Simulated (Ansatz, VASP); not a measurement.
# Ga5N: VASP beside Ansatz

INCAR

```
SYSTEM = Ga5N
  PREC = Accurate
  ENCUT = 600
  EDIFF = 1E-7
  ISMEAR = 0
  SIGMA = 0.1
  LREAL = .FALSE.
  LASPH = .TRUE.
  NELM = 60
  ALGO = Normal
  ISIF = 3
  LWAVE = .FALSE.
  LCHARG = .FALSE.
  GGA = PE
  IBRION = 2
  NSW = 100
  EDIFFG = -0.01
```

KPOINTS

```
regular mesh
0
G
  12 12 8
  0 0 0
```

Contents of POSCAR:

```
Ga5N
1.0
    5.0115021498      0.0000000000      0.0000000000
   -2.5057510749      4.3400881729      0.0000000000
    0.0000000000      0.0000000000      4.5743306687
Ga N
5 1
Direct
    0.6952903693      0.6952903693      0.0000000000
    0.3333333333      0.6666666667      0.5000000000
    0.0000000000      0.3047096307      0.0000000000
    0.3047096307      0.0000000000      0.0000000000
    0.6666666667      0.3333333333      0.5000000000
    0.0000000000      0.0000000000      0.5000000000
```

Input for Ansatz:

```yaml
crystal:
  lattice:
    - [5.0115021498, 0.0, 0.0]
    - [-2.5057510749, 4.3400881729, 0.0]
    - [0.0, 0.0, 4.5743306687]
  atoms:
    - { symbol: Ga, position: [0.6952903693, 0.6952903693, 0.0] }
    - { symbol: Ga, position: [0.3333333333, 0.6666666667, 0.5] }
    - { symbol: Ga, position: [0.0, 0.3047096307, 0.0] }
    - { symbol: Ga, position: [0.3047096307, 0.0, 0.0] }
    - { symbol: Ga, position: [0.6666666667, 0.3333333333, 0.5] }
    - { symbol: "N", position: [0.0, 0.0, 0.5] }
basis:
  ecutwfc: 420
kpoints:
  mp_grid: { grid: [12, 12, 8] }
hamiltonian:
  xc: pbe
scf:
  occupations: { method: gaussian, width: 0.1 }
output:
  forces: true
  stress: true
  eigenvalues: true
  write_density: true
  write_potential: true
  elf: true
  volumetric_format: npy
relax:
  adjacent_minimum: "off"
  f_tol: 0.01
  max_steps: 80
  cell: { stress_tol: 0.05 }
```

Change from the starting cell: species swapped into the MgPd5 type (P-62m, No. 189).

Alike in both runs: task relaxation of cell and atoms; functional PBE; k mesh 12 × 12 × 8; occupations gaussian, width 0.1 eV; no spin polarisation.

|  | VASP | Ansatz |
| --- | --- | --- |
| version | VASP 6.6.1 | Ansatz 0.2.0 |
| potentials or method | VASP PAW PBE potentials, release 64 (Ga_d, N), cutoff 600 eV | scalar-relativistic, plane waves, PAW |
| valence electrons in the cell | 70 | 70 |

Ansatz gave:

```
gap on the k mesh at the Fermi level, each at its own relaxed structure (eV) : none
relaxed volume (Å³/atom)                                                     : 17.14
relaxed cell length with the largest relative difference (Å)                 : 6.474
```

Q: What did VASP give for the same quantities?

A: gap on the k mesh at the Fermi level, each at its own relaxed structure (eV): none; relaxed volume (Å³/atom): 16.96; relaxed cell length with the largest relative difference (Å): 6.437.

A gap of «none» marks a metal or a gap that the smearing closes.
